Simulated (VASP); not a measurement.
# Al2OsN3 (R-3m) in VASP: notebook, part 2 of 2

VASP 6.6.1.

**3. Relaxation of cell and atoms, PBE, collinear spin**

This run uses another cell than the first one, of 11.23 Å³/atom.

Input file INCAR:

```
SYSTEM = Al2OsN3
  ALGO = Normal
  EDIFF = 1E-7
  EDIFFG = -0.04
  ENCUT = 600
  GGA = PE
  IBRION = 2
  ISIF = 3
  ISMEAR = 0
  ISPIN = 2
  LASPH = .True.
  LCHARG = .False.
  LMAXMIX = 4
  LORBIT = 11
  LREAL = .False.
  LWAVE = .False.
  MAGMOM = 0 0 1 0 0 0
  NELM = 150
  NSW = 90
  PREC = Accurate
  SIGMA = 0.1
```

Input file KPOINTS:

```
k-points
0
Gamma
  6 6 6
  0 0 0
```

Input file POSCAR:

```
Al2OsN3
1.0
    2.2202187000      1.2818438600      3.9442876400
   -2.2202187000      1.2818438600      3.9442876400
    0.0000000000     -2.5636877300      3.9442876400
Al Os N
2 1 3
Direct
    0.8785759800      0.8785759800      0.8785759800
    0.1214240200      0.1214240200      0.1214240200
    0.5000000000      0.5000000000      0.5000000000
    0.5000000000      0.0000000000      0.5000000000
    0.5000000000      0.5000000000      0.0000000000
    0.0000000000      0.5000000000      0.5000000000
```

Potentials or basis: VASP PAW PBE potentials, release 64 (Al, Os, N).

Command:

```bash
cat potpaw_PBE.64/Al/POTCAR potpaw_PBE.64/Os/POTCAR potpaw_PBE.64/N/POTCAR > POTCAR
mpirun -np 1 vasp_std > vasp.out
```

OUTCAR:

```text
SYSTEM = Al2OsN3
   EDIFF = 1E-7
   EDIFFG = -0.04
   ENCUT = 600
   GGA = PE
   IBRION = 2
   ISIF = 3
   ISMEAR = 0
   ISPIN = 2
   LASPH = .True.
   LORBIT = 11
   LREAL = .False.
   NELM = 150
   NSW = 90
   PREC = Accurate

 ion  position               nearest neighbor table
   1  0.879  0.879  0.879-   3 2.62   3 2.62   3 2.62   2 2.78   2 2.78   2 2.78   2 2.87
   2  0.121  0.121  0.121-   3 2.62   3 2.62   3 2.62   1 2.78   1 2.78   1 2.78   1 2.87
   3  0.500  0.500  0.500-   4 2.35   6 2.35   4 2.35   6 2.35   5 2.35   5 2.35   1 2.62   2 2.62
                             1 2.62   2 2.62   1 2.62   2 2.62
   4  0.500  0.000  0.500-   3 2.35   3 2.35
   5  0.500  0.500  0.000-   3 2.35   3 2.35
   6  0.000  0.500  0.500-   3 2.35   3 2.35

  LATTYP: Found a trigonal (rhomboedric) cell.
 ALAT       =     4.7042427387
 COS(alpha) =     0.5545057930
[... 437 lines left out ...]
  band No.  band energies     occupation
      1      -9.6372      1.00000
      2      -7.4208      1.00000
      3      -7.4208      1.00000
      4       0.2067      1.00000
      5       2.6034      1.00000
      6       2.6034      1.00000
[... 517 lines left out ...]
     18      11.6368      0.00000
     19      12.1687      0.00000

 [... further k-points ...]

 spin component 2

 k-point     1 :       0.0000    0.0000    0.0000
  band No.  band energies     occupation
      1      -9.6372      1.00000
      2      -7.4208      1.00000
      3      -7.4208      1.00000
      4       0.2067      1.00000
      5       2.6034      1.00000
      6       2.6034      1.00000
[... 552 lines left out ...]
  FREE ENERGIE OF THE ION-ELECTRON SYSTEM (eV)
  ---------------------------------------------------
  free  energy   TOTEN  =       -41.6867440237 eV

  energy  without entropy=      -41.6693749858  energy(sigma->0) =      -41.67805950

 reached required accuracy - stopping structural energy minimisation

 total charge

# of ion       s       p       d       tot
------------------------------------------
    1        0.402   0.333   0.000   0.735
    2        0.402   0.333   0.000   0.735
    3        0.609   0.887   6.031   7.527
    4        1.252   2.444   0.000   3.696
    5        1.252   2.444   0.000   3.696
    6        1.252   2.444   0.000   3.696
--------------------------------------------------
tot          5.168   8.885   6.031  20.084

 magnetization (x)

# of ion       s       p       d       tot
------------------------------------------
    1       -0.000  -0.000   0.000  -0.000
    2       -0.000  -0.000   0.000  -0.000
    3        0.000   0.000   0.000   0.000
    4        0.000   0.000   0.000   0.000
    5        0.000   0.000   0.000   0.000
    6        0.000   0.000   0.000   0.000
--------------------------------------------------
tot          0.000   0.000   0.000   0.000
```

CONTCAR:

```text
Al2OsN3
   1.00000000000000
     2.7711275184805264    1.5999112145405878    2.5365675771043681
    -2.7711275184805264    1.5999112145405878    2.5365675771043681
    -0.0000000000000001   -3.1998224379328071    2.5365675760062691
  Al              Os              N
     2     1     3
Direct
     0.8276927232884242    0.8276927232884242    0.8276927232789778
     0.1723072767115757    0.1723072767115757    0.1723072767210221
     0.5000000000000000    0.5000000000000000    0.5000000000000000
     0.5000000000000000    0.0000000000000000    0.5000000000000000
     0.5000000000000000    0.5000000000000000    0.0000000000000000
     0.0000000000000000    0.5000000000000000    0.5000000000000000

  0.00000000E+00  0.00000000E+00  0.00000000E+00
  0.00000000E+00  0.00000000E+00  0.00000000E+00
  0.00000000E+00  0.00000000E+00  0.00000000E+00
  0.00000000E+00  0.00000000E+00  0.00000000E+00
  0.00000000E+00  0.00000000E+00  0.00000000E+00
  0.00000000E+00  0.00000000E+00  0.00000000E+00
```

Wall time 59 min (1 thread of Intel Xeon 6975P-C (Granite Rapids), shared host); peak memory 0.36 GiB.

Results:

```yaml
Free_energy: -41.6867 eV
Relaxed_volume: 11.25 Å³/atom
Relaxed_cell: a = 4.083 Å, b = 4.083 Å, c = 4.083 Å, α = 85.48°, β = 85.48°, γ = 85.48°
Space_group_after_relaxing_to_0.1_Å: R-3m (No. 166)
Pressure_after_relaxing: 0.4 GPa
Largest_force_after_relaxing: 0.036 eV/Å
Net_moment: 0.00 μB per cell
Valence_electrons_inside_the_program's_atomic_spheres: Al 0.73; Os 7.53; N 3.70
```

Forces in eV/Å, atoms in the order of the input:
```
Al   0.000  0.000 -0.036
Al   0.000  0.000  0.036
Os   0.000  0.000  0.000
N    0.000  0.000  0.000
N    0.000  0.000  0.000
N    0.000  0.000  0.000
```

Stress tensor (GPa, compression positive):
```
0.53 0.00 0.00
0.00 0.53 0.00
0.00 0.00 0.14
```

Final structure:
```
CELL_PARAMETERS angstrom
2.77113 1.59991 2.53657
-2.77113 1.59991 2.53657
0.00000 -3.19982 2.53657
ATOMIC_POSITIONS crystal
Al 0.82769 0.82769 0.82769
Al 0.17231 0.17231 0.17231
Os 0.50000 0.50000 0.50000
N 0.50000 0.00000 0.50000
N 0.50000 0.50000 0.00000
N 0.00000 0.50000 0.50000
```

Levels at points of the mesh, in eV from the Fermi level:
Spin up:
```tsv
k point	band 11	band 12	band 13	band 14	band 15	band 16	band 17	band 18
(0.00, 0.00, 0.00)	-2.89	-2.89	-2.32	-1.49	-1.49	-1.37	0.83	0.83
(0.50, 0.00, 0.00)	-3.12	-2.23	-1.62	-0.04	0.01	0.88	0.97	1.36
(0.50, 0.50, 0.00)	-3.63	-1.72	-1.44	0.29	0.70	1.37	2.15	3.43
(0.50, 0.50, 0.50)	-1.80	-1.80	-0.31	-0.04	0.53	0.53	6.14	6.14
```
Spin down:
```tsv
k point	band 12	band 13	band 14	band 15	band 16	band 17
(0.00, 0.00, 0.00)	-2.89	-2.32	-1.49	-1.49	-1.37	0.83
(0.50, 0.00, 0.00)	-2.23	-1.62	-0.04	0.01	0.88	0.97
(0.50, 0.50, 0.00)	-1.72	-1.44	0.29	0.70	1.37	2.15
(0.50, 0.50, 0.50)	-1.80	-0.31	-0.04	0.53	0.53	6.14
```

Caveat: spin-orbit coupling is left out, which moves the levels of the heavy elements.
